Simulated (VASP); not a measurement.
Write the native input for VASP 6.6.1 that does the following.

| Quantity | Value |
| --- | --- |
| Task | single point |
| Functional | PBE |
| Potentials or basis | VASP PAW PBE potentials, release 64 (Se, Te, Ba_sv) |
| Cutoff | 520 eV |
| k mesh | 6 × 6 × 6 |
| Occupations | gaussian, width 0.01 eV |
| Spin | no spin polarisation |
| Dipole correction | no |
| Further INCAR settings | ALGO = Normal; EDIFF = 1e-07; NBANDS = 24 |

The structure of Ba2TeSe lies in POSCAR:

```
Ba2TeSe
1.0
    2.4201238574      1.3972591605      7.9316978207
   -2.4201238574      1.3972591605      7.9316978207
    0.0000000000     -2.7945183210      7.9316978207
Se Te Ba
1 1 2
Direct
    1.0000000000      0.0000000000      0.0000000000
    0.5000000000      0.5000000000      0.5000000000
    0.2548744217      0.2548744217      0.2548744217
    0.7451255783      0.7451255783      0.7451255783
```

One way to write it, as run:

INCAR

```
SYSTEM = Ba2TeSe
PREC = Accurate
ENCUT = 520
EDIFF = 1E-7
ISMEAR = 0
SIGMA = 0.01
LREAL = .False.
LASPH = .True.
NELM = 80
ALGO = Normal
ISIF = 2
LWAVE = .False.
LCHARG = .False.
GGA = PE
NBANDS = 24
```

KPOINTS

```
Automatic mesh
0
Gamma
  6 6 6
  0 0 0
```

Potentials or basis: VASP PAW PBE potentials, release 64 (Se, Te, Ba_sv).

The run is started by

```console
$ cat potpaw_PBE.64/Se/POTCAR potpaw_PBE.64/Te/POTCAR potpaw_PBE.64/Ba_sv/POTCAR > POTCAR
$ mpirun -np 1 vasp_std > vasp.out
```

It gave:

| Property | Result |
| --- | --- |
| Pressure | 0.5 GPa |
| Largest force | 0.012 eV/Å |
| Band gap on the k mesh | 1.62 eV (least direct gap 1.97 eV) |

Caveat: spin-orbit coupling is left out, which moves the levels of the heavy elements.

Run time: 7 min on 1 thread of Intel(R) Xeon(R) Platinum 8488C (Sapphire Rapids), with other jobs on the host, peak memory 0.59 GiB.
